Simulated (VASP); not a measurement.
# MgB2 (P6/mmm) in VASP: a series of runs

MgB2 is run at these levels: PBE; tasks: single point, relaxation of cell and atoms.

Everything below comes from runs of VASP 6.6.1. Logs are shortened: lines on timing, memory, paths and dates and some standing lists are left out, and cuts for length are marked.

### Step 1. The cell of the first run

It takes space group P6/mmm (No. 191, hexagonal). The conventional cell has a = 3.075 Å, b = 3.075 Å, c = 3.524 Å, α = 90.00°, β = 90.00°, γ = 120.00°. Mg (site symmetry 6/mmm) has 12 B at 2.50 Å and 6 Mg at 3.08 Å within 3.3 Å. B (site symmetry -6m2) has 3 B at 1.78 Å within 2.4 Å.

### Step 2. Single point, PBE

File INCAR:

```
SYSTEM = MgB2
PREC = Accurate
ENCUT = 520
EDIFF = 1E-6
ISMEAR = 0
SIGMA = 0.1
LREAL = .FALSE.
LASPH = .TRUE.
NELM = 100
ALGO = Normal
ISIF = 2
LWAVE = .FALSE.
LCHARG = .FALSE.
GGA = PE
NBANDS = 11
```

File KPOINTS:

```
Automatic mesh
0
G
  18 18 14
  0 0 0
```

File POSCAR:

```
MgB2
1.0
    3.0752548180      0.0000000000      0.0000000000
   -1.5376274090      2.6632487956      0.0000000000
    0.0000000000      0.0000000000      3.5241633738
Mg B
1 2
Direct
    0.0000000000      0.0000000000      0.0000000000
    0.6666666667      0.3333333333      0.5000000000
    0.3333333333      0.6666666667      0.5000000000
```

Potentials or basis: VASP PAW PBE potentials, release 64 (Mg, B).

The run is started by

```sh
> cat potpaw_PBE.64/Mg/POTCAR potpaw_PBE.64/B/POTCAR > POTCAR
> mpirun -np 1 vasp_std > vasp.out
```

OUTCAR:

```text
SYSTEM = MgB2
   PREC = Accurate
   ENCUT = 520
   EDIFF = 1E-6
   ISMEAR = 0
   LREAL = .FALSE.
   LASPH = .TRUE.
   NELM = 100
   ISIF = 2
   GGA = PE

 ion  position               nearest neighbor table
   1  0.000  0.000  0.000-   2 2.50   3 2.50   2 2.50   3 2.50   2 2.50   2 2.50   3 2.50   3 2.50
                             2 2.50   2 2.50   3 2.50   3 2.50
   2  0.667  0.333  0.500-   3 1.78   3 1.78   3 1.78   1 2.50   1 2.50   1 2.50   1 2.50   1 2.50
                             1 2.50
   3  0.333  0.667  0.500-   2 1.78   2 1.78   2 1.78   1 2.50   1 2.50   1 2.50   1 2.50   1 2.50
                             1 2.50

  LATTYP: Found a hexagonal cell.
 ALAT       =     3.0752548180
 C/A-ratio  =     1.1459744257

  Lattice vectors:

 A1 = (   3.0752548180,   0.0000000000,   0.0000000000)
 A2 = (  -1.5376274090,   2.6632487956,   0.0000000000)
 A3 = (   0.0000000000,   0.0000000000,   3.5241633738)

Analysis of symmetry for initial positions (statically):
=====================================================================
 Subroutine PRICEL returns:
 Original cell was already a primitive cell.

 Routine SETGRP: Setting up the symmetry group for a
 hexagonal supercell.

 Subroutine GETGRP returns: Found 24 space group operations
 (whereof 24 operations were pure point group operations)
 out of a pool of 24 trial point group operations.

The static configuration has the point symmetry D_6h.

Analysis of symmetry for dynamics (positions and initial velocities):
=====================================================================
 Subroutine PRICEL returns:
 Original cell was already a primitive cell.

 Routine SETGRP: Setting up the symmetry group for a
 hexagonal supercell.

 Subroutine GETGRP returns: Found 24 space group operations
 (whereof 24 operations were pure point group operations)
 out of a pool of 24 trial point group operations.

The dynamic configuration has the point symmetry D_6h.

 Subroutine INISYM returns: Found 24 space group operations
 (whereof 24 operations are pure point group operations),
 and found     1 'primitive' translations

----------------------------------------------------------------------------------------

                                     Primitive cell

  volume of cell :      28.8635

  direct lattice vectors                    reciprocal lattice vectors
     3.075254818  0.000000000  0.000000000     0.325176305  0.187740627  0.000000000
    -1.537627409  2.663248796  0.000000000     0.000000000  0.375481255  0.000000000
     0.000000000  0.000000000  3.524163374     0.000000000  0.000000000  0.283755290

  length of vectors
     3.075254818  3.075254818  3.524163374     0.375481255  0.375481255  0.283755290

  position of ions in fractional coordinates (direct lattice)
     0.000000000  0.000000000  0.000000000
     0.666666667  0.333333333  0.500000000
     0.333333333  0.666666667  0.500000000

  ion indices of the primitive-cell ions
   primitive index   ion index
                 1           1
                 2           2
                 3           3

----------------------------------------------------------------------------------------

 KPOINTS: Automatic mesh

Automatic generation of k-mesh.
 Grid dimensions read from file:
 generate k-points for:   18   18   14

 Generating k-lattice:

  Cartesian coordinates                     Fractional coordinates (reciprocal lattice)
     0.018065350  0.010430035  0.000000000     0.055555556  0.000000000  0.000000000
     0.000000000  0.020860070  0.000000000     0.000000000  0.055555556  0.000000000
     0.000000000  0.000000000  0.020268235     0.000000000  0.000000000  0.071428571

  Length of vectors
     0.020860070  0.020860070  0.020268235

  Shift w.r.t. Gamma in fractional coordinates (k-lattice)
     0.000000000  0.000000000  0.000000000

 Subroutine IBZKPT returns following result:
 ===========================================

 Found    296 irreducible k-points:

 Following reciprocal coordinates:
            Coordinates               Weight
  0.000000  0.000000  0.000000      1.000000
  0.055556  0.000000  0.000000      6.000000
  0.111111  0.000000  0.000000      6.000000
  0.166667  0.000000  0.000000      6.000000
  0.222222  0.000000  0.000000      6.000000
  0.277778  0.000000  0.000000      6.000000
[... 16 lines left out ...]
  0.333333  0.111111  0.000000     12.000000
  0.388889  0.111111  0.000000     12.000000
 [... further k-points ...]
   k-points           NKPTS =    296   k-points in BZ     NKDIM =    296   number of bands    NBANDS=     11
   number of dos      NEDOS =    301   number of ions     NIONS =      3
   total plane-waves  NPLWV =  16128
   dimension x,y,z NGX =    24 NGY =   24 NGZ =   28
   dimension x,y,z NGXF=    48 NGYF=   48 NGZF=   56
   ions per type =               1   2
   NGX,Y,Z   is equivalent  to a cutoff of  12.97, 12.97, 13.21 a.u.
   NGXF,Y,Z  is equivalent  to a cutoff of  25.95, 25.95, 26.42 a.u.
 SYSTEM =  MgB2
   PREC   = accura    normal or accurate (medium, high low for compatibility)
   ISTART =      0    job   : 0-new  1-cont  2-samecut
   ICHARG =      2    charge: 1-file 2-atom 10-const
   ISPIN  =      1    spin polarized calculation?
   LNONCOLLINEAR =      F non collinear calculations
   LSORBIT =      F    spin-orbit coupling
   LASPH  =      T    aspherical Exc in radial PAW
   ENCUT  =  520.0 eV  38.22 Ry    6.18 a.u.   5.72  5.72  6.55*2*pi/ulx,y,z
   NELM   =    100;   NELMIN=  2; NELMDL= -5     # of ELM steps
   EDIFF  = 0.1E-05   stopping-criterion for ELM
   LREAL  =      F    real-space projection
   EDIFFG = 0.1E-04   stopping-criterion for IOM
   NSW    =      0    number of steps for IOM
   IBRION =     -1    ionic relax: 0-MD 1-quasi-New 2-CG
   NFREE  =      0    steps in history (QN), initial steepest desc. (CG)
   ISIF   =      2    stress and relaxation
   ISYM   =      2    0-nonsym 1-usesym 2-fastsym
   POTIM  = 0.5000    time-step for ionic-motion
   TEBEG  =    0.0;   TEEND  =   0.0 temperature during run
   PSTRESS=    0.0 pullay stress
   NELECT =       8.0000    total number of electrons
   NUPDOWN=      -1.0000    fix difference up-down
   EMIN   =  10.00;   EMAX   =-10.00  energy-range for DOS
   EFERMI =   0.00;   METHOD = LEGACY
   ISMEAR =     0;   SIGMA  =   0.10  broadening in eV -4-tet -1-fermi 0-gaus
   EFERMI_NEDOS =   21; number of points for ismear=-14 and -15
   IALGO  =     38    algorithm
   IMIX   =      4    mixing-type and parameters
     AMIX     =   0.40;   BMIX     =  1.00
     AMIX_MAG =   1.60;   BMIX_MAG =  1.00
  volume/ion in A,a.u.               =       9.62        64.93
  Fermi-wavevector in a.u.,A,eV,Ry     =   1.067387  2.017069 15.501319  1.139315
  Thomas-Fermi vector in A             =   2.203002
   LORBIT       =      0    0 simple, 1 ext, 2 COOP (PROOUT), +10 PAW based schemes
   GGA     = PE    functional components
   LHFCALC =     F    Hartree Fock is set to
   AEXX    =    0.0000 exact exchange contribution
   IVDW    =     0    specifies the selected vdW correction
   LEPSILON=     F    determine dielectric tensor
   LRPA    =     F    only Hartree local field effects (RPA)
 non-spin polarized calculation
 Gauss-broadening in eV      SIGMA  =   0.10
  energy-cutoff  :      520.00
  volume of cell :       28.86
 maximum number of plane-waves:       792
 NGX is ok and might be reduce to    24
   NGX = 11   NGY = 11   NGZ = 13

 number of electron       8.0000000 magnetization

 Free energy of the ion-electron system (eV)
  ---------------------------------------------------
  ext. energy  EPLUGINS =         0.00000000
  ---------------------------------------------------
  free energy    TOTEN  =       -15.32571125 eV

  energy without entropy =      -15.32280491  energy(sigma->0) =      -15.32425808

 E-fermi :   5.2888     XC(G=0): -10.9334

 val. band max:        5.2803786425   @ k =   0.4444   0.1111   0.2857
 cond. band min:       5.2913056596   @ k =   0.0556   0.0556   0.0714
 fundamental gap:      0.0109270171
 Fermi energy:         5.2888042123

 k-point     1 :       0.0000    0.0000    0.0000
  band No.  band energies     occupation
      1      -7.1475      2.00000
      2       2.3236      2.00000
      3       5.6856      0.00000
      4       5.6856      0.00000
      5       6.9184      0.00000
      6      11.6657      0.00000
      7      11.6657      0.00000
      8      13.5010      0.00000
      9      15.3091      0.00000
     10      18.0674      0.00000
     11      21.4909      0.00000

 k-point     2 :       0.0556    0.0000    0.0000
  band No.  band energies     occupation
      1      -7.0936      2.00000
      2       2.3763      2.00000
      3       5.4011      0.11235
      4       5.5519      0.00020
      5       6.9660      0.00000
      6      11.6376      0.00000
      7      11.9086      0.00000
      8      13.6162      0.00000
      9      15.1127      0.00000
     10      18.3446      0.00000
     11      21.2088      0.00000

 k-point     3 :       0.1111    0.0000    0.0000
  band No.  band energies     occupation
      1      -6.9322      2.00000
      2       2.5339      2.00000
      3       4.6523      2.00000
      4       5.2097      1.73647
      5       7.1144      0.00000
      6      11.4802      0.00000
      7      12.5763      0.00000
      8      13.9656      0.00000
      9      14.5552      0.00000
     10      19.1018      0.00000
     11      20.5740      0.00000
[... 267 lines left out ...]
 k-point    23 :       0.3333    0.1111    0.0000
  band No.  band energies     occupation
      1      -4.4160      2.00000
      2      -0.7562      2.00000
      3       2.4505      2.00000
      4       4.8770      2.00000
      5       9.4093      0.00000
      6       9.4189      0.00000
      7      10.9818      0.00000
      8      13.3389      0.00000
      9      16.4988      0.00000
     10      17.7575      0.00000
     11      18.7532      0.00000

 k-point    24 :       0.3889    0.1111    0.0000
  band No.  band energies     occupation
      1      -3.6756      2.00000
      2      -1.7387      2.00000
      3       2.2915      2.00000
      4       5.4177      0.06843
      5       8.6305      0.00000
      6       9.9162      0.00000
      7      10.8057      0.00000
      8      12.8796      0.00000
      9      16.2587      0.00000
     10      18.1350      0.00000
     11      19.3911      0.00000

 [... further k-points ...]
[... 5 lines left out ...]
  --------------------------------------------------------------------------------------
  -------------------------------------------------------------------------------------
  Total       -0.0344857     -0.0344857     -0.0692908      0.0000000     -0.0000000      0.0000000
  in kB       -1.9142616     -1.9142616     -3.8462485      0.0000000     -0.0000000      0.0000000
  external PRESSURE =      -2.5582572 kB  Pullay stress =       0.0000000 kB

 VOLUME and BASIS-vectors are now :
 -----------------------------------------------------------------------------
  energy-cutoff  :      520.00
  volume of cell :       28.86
      direct lattice vectors                 reciprocal lattice vectors
     3.075254818  0.000000000  0.000000000     0.325176305  0.187740627  0.000000000
    -1.537627409  2.663248796  0.000000000     0.000000000  0.375481255  0.000000000
     0.000000000  0.000000000  3.524163374     0.000000000  0.000000000  0.283755290

 POSITION                                       TOTAL-FORCE (eV/Angst)
 -----------------------------------------------------------------------------------
      0.00000      0.00000      0.00000        -0.000000     -0.000000      0.000000
      1.53763      0.88775      1.76208         0.000000      0.000000      0.000000
     -0.00000      1.77550      1.76208        -0.000000     -0.000000      0.000000
 -----------------------------------------------------------------------------------
    total drift:                                0.000000     -0.000000      0.000000

  FREE ENERGIE OF THE ION-ELECTRON SYSTEM (eV)
  ---------------------------------------------------
  free  energy   TOTEN  =       -15.3257112525 eV

  energy  without entropy=      -15.3228049141  energy(sigma->0) =      -15.32425808
```

Run time: 51 s. Hardware: 1 thread of Intel Xeon 6975P-C (Granite Rapids), shared host; peak memory 0.22 GiB.

Results:

```
Free energy            : -15.3257 eV
Pressure               : -0.3 GPa
Band gap on the k mesh : zero (band 4 reaches 7.09 eV, above the bottom of band 5 at 3.30 eV)
```

### Step 3. Relaxation of cell and atoms, PBE

This run uses another cell than the first one, of 9.53 Å³/atom, 0.991 times its volume.

File INCAR:

```
SYSTEM = MgB2
PREC = Accurate
ENCUT = 600
EDIFF = 1E-7
ISMEAR = 0
SIGMA = 0.1
LREAL = .False.
LASPH = .True.
NELM = 80
ALGO = Normal
ISIF = 3
LWAVE = .False.
LCHARG = .False.
GGA = PE
IBRION = 2
NSW = 100
EDIFFG = -0.01
```

File KPOINTS:

```
regular mesh
0
Gamma
  18 18 14
  0 0 0
```

File POSCAR:

```
MgB2
1.0
    3.0627620649      0.0000000000      0.0000000000
   -1.5313810324      2.6524297539      0.0000000000
    0.0000000000      0.0000000000      3.5208704800
Mg B
1 2
Direct
    0.0000000000      0.0000000000      0.0000000000
    0.6666666700      0.3333333300      0.5000000000
    0.3333333300      0.6666666700      0.5000000000
```

Potentials or basis: VASP PAW PBE potentials, release 64 (Mg, B).

The run is started by

```sh
> cat potpaw_PBE.64/Mg/POTCAR potpaw_PBE.64/B/POTCAR > POTCAR
> mpirun -np 1 vasp_std > vasp.out
```

OUTCAR:

```text
SYSTEM = MgB2
   PREC = Accurate
   ENCUT = 600
   EDIFF = 1E-7
   ISMEAR = 0
   LREAL = .False.
   LASPH = .True.
   NELM = 80
   ISIF = 3
   GGA = PE
   IBRION = 2
   NSW = 100
   EDIFFG = -0.01

 ion  position               nearest neighbor table
   1  0.000  0.000  0.000-   2 2.50   3 2.50   2 2.50   3 2.50   3 2.50   3 2.50   2 2.50   2 2.50
                             2 2.50   2 2.50   3 2.50   3 2.50
   2  0.667  0.333  0.500-   3 1.77   3 1.77   3 1.77   1 2.50   1 2.50   1 2.50   1 2.50   1 2.50
                             1 2.50
   3  0.333  0.667  0.500-   2 1.77   2 1.77   2 1.77   1 2.50   1 2.50   1 2.50   1 2.50   1 2.50
                             1 2.50

  LATTYP: Found a hexagonal cell.
 ALAT       =     3.0627620649
 C/A-ratio  =     1.1495736219

  Lattice vectors:

 A1 = (   3.0627620649,   0.0000000000,   0.0000000000)
 A2 = (  -1.5313810324,   2.6524297539,   0.0000000000)
[... 262 lines left out ...]

 E-fermi :   5.2983     XC(G=0): -10.9395

 val. band max:        5.2906297384   @ k =   0.4444   0.1111   0.2857
 cond. band min:       5.2998704454   @ k =   0.0556   0.0556   0.0714
 fundamental gap:      0.0092407070
 Fermi energy:         5.2982842864

 k-point     1 :       0.0000    0.0000    0.0000
  band No.  band energies     occupation
      1      -7.1462      2.00000
      2       2.3329      2.00000
      3       5.6946      0.00000
      4       5.6946      0.00000
      5       6.9366      0.00000
      6      11.6788      0.00000
      7      11.6788      0.00000
      8      13.5225      0.00000
[... 243 lines left out ...]
 k-point    24 :       0.3889    0.1111    0.0000
  band No.  band energies     occupation
      1      -3.6718      2.00000
      2      -1.7342      2.00000
      3       2.2978      2.00000
      4       5.4284      0.06574
      5       8.6446      0.00000
      6       9.9311      0.00000
      7      10.8243      0.00000
      8      12.9052      0.00000

 [... further k-points ...]
[... 5 lines left out ...]
  --------------------------------------------------------------------------------------
  -------------------------------------------------------------------------------------
  Total        0.0023932      0.0023932     -0.0295577      0.0000000     -0.0000000      0.0000000
  in kB        0.1330419      0.1330419     -1.6431404      0.0000000     -0.0000000      0.0000000
  external PRESSURE =      -0.4590189 kB  Pullay stress =       0.0000000 kB
[... 18 lines left out ...]
  FREE ENERGIE OF THE ION-ELECTRON SYSTEM (eV)
  ---------------------------------------------------
  free  energy   TOTEN  =       -15.3275832651 eV

  energy  without entropy=      -15.3246809640  energy(sigma->0) =      -15.32613211

 reached required accuracy - stopping structural energy minimisation
```

OSZICAR:

```text
N       E                     dE             d eps       ncg     rms          rms(c)
DAV:   1     0.838969135431E+01    0.83897E+01   -0.42285E+03  4984   0.944E+02
DAV:   2    -0.167464158228E+02   -0.25136E+02   -0.23933E+02  6920   0.119E+02
[... 19 lines left out ...]
   2 F= -.15327342E+02 E0= -.15325886E+02  d E =-.971823E-03
       N       E                     dE             d eps       ncg     rms          rms(c)
DAV:   1    -0.153275972739E+02   -0.25572E-03   -0.24951E-03  6720   0.565E-01    0.269E-02
DAV:   2    -0.153275873102E+02    0.99637E-05   -0.15984E-05  6184   0.347E-02    0.155E-02
DAV:   3    -0.153275832197E+02    0.40905E-05   -0.98133E-06  7040   0.205E-02    0.933E-04
DAV:   4    -0.153275832651E+02   -0.45447E-07   -0.10004E-07  5192   0.291E-03
   3 F= -.15327583E+02 E0= -.15326132E+02  d E =-.121358E-02
```

CONTCAR:

```text
MgB2
   1.00000000000000
     3.0740165790420995    0.0000000000002122   -0.0000000000000000
    -1.5370082894706825    2.6621764490536446    0.0000000000000000
    -0.0000000000000000   -0.0000000000000000    3.5217869599874745
  Mg              B
     1     2
Direct
     0.0000000000000000    0.0000000000000000    1.0000000000000000
     0.6666666699999979    0.3333333300000021    0.5000000000000000
     0.3333333300000021    0.6666666699999979    0.5000000000000000

  0.00000000E+00  0.00000000E+00  0.00000000E+00
  0.00000000E+00  0.00000000E+00  0.00000000E+00
  0.00000000E+00  0.00000000E+00  0.00000000E+00
```

Wall time 78 s (1 thread of Intel Xeon 6975P-C (Granite Rapids), shared host); peak memory 0.23 GiB.

What came out:

- Free energy: -15.3276 eV
- Relaxed volume: 9.61 Å³/atom
- Relaxed cell: a = 3.074 Å, b = 3.074 Å, c = 3.522 Å, α = 90.00°, β = 90.00°, γ = 120.00°
- Space group after relaxing (to 0.05 Å): P6/mmm (No. 191)
- Energy gained by relaxing: 0.4 meV/atom
- Ionic steps: 3
- Pressure after relaxing: 0.0 GPa
- Band gap on the k mesh: zero (band 4 reaches 7.10 eV, above the bottom of band 5 at 3.30 eV)

Step by step:
| step | energy change (eV) | largest force (eV/Å) | pressure (GPa) | volume (Å³) |
| --- | --- | --- | --- | --- |
| 1 | 0.0000 | 0.0000 | 1.28 | 28.60 |
| 2 | -0.0010 | 0.0000 | -0.63 | 28.92 |
| 3 | -0.0012 | 0.0000 | -0.05 | 28.82 |

Final structure:
```xyz
3
Lattice="3.0740 0.0000 0.0000 -1.5370 2.6622 0.0000 0.0000 0.0000 3.5218" Properties=species:S:1:pos:R:3 pbc="T T T"
Mg    0.0000    0.0000    3.5218
B     1.5370    0.8874    1.7609
B     0.0000    1.7748    1.7609
```
